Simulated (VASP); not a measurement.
A run of VASP 6.6.1:

INCAR

```
  PREC = Accurate
  ENCUT = 600
  EDIFF = 1E-6
  ISMEAR = 0
  SIGMA = 0.05
  LREAL = False
  LASPH = True
  NELM = 120
  ALGO = Normal
  ISIF = 2
  LWAVE = False
  LCHARG = False
  NBANDS = 22
  GGA_COMPAT = False
```

File KPOINTS:

```
regular mesh
0
Gamma
  12 12 6
```

Contents of POSCAR:

```
NiO2
1.0
    2.8940625823      0.0000000000      0.0000000000
   -1.4470312911      2.5063317164      0.0000000000
    0.0000000000      0.0000000000      3.8331858902
Ni O
1 2
Direct
    0.0000000000      0.0000000000      0.5000000000
    0.6666666667      0.3333333333      0.6829609091
    0.3333333333      0.6666666667      0.3170390909
```

Potentials or basis: VASP PAW LDA potentials, release 64 (Ni_sv_GW, O).

Run with:

```bash
$ cat potpaw_LDA.64/Ni_sv_GW/POTCAR potpaw_LDA.64/O/POTCAR > POTCAR
$ mpirun -np 1 vasp_std > vasp.out
```

Hardware: 1 thread of AMD EPYC 7R43 64-Core Processor (Zen 3), on a shared host.

Task: How long does it take, and how much memory?

Result: Wall time 2.4 min on 1 thread of AMD EPYC 7R43 64-Core Processor (Zen 3), with other jobs on the host, peak memory 0.16 GiB. Counts: scf iterations 15, k points 100.
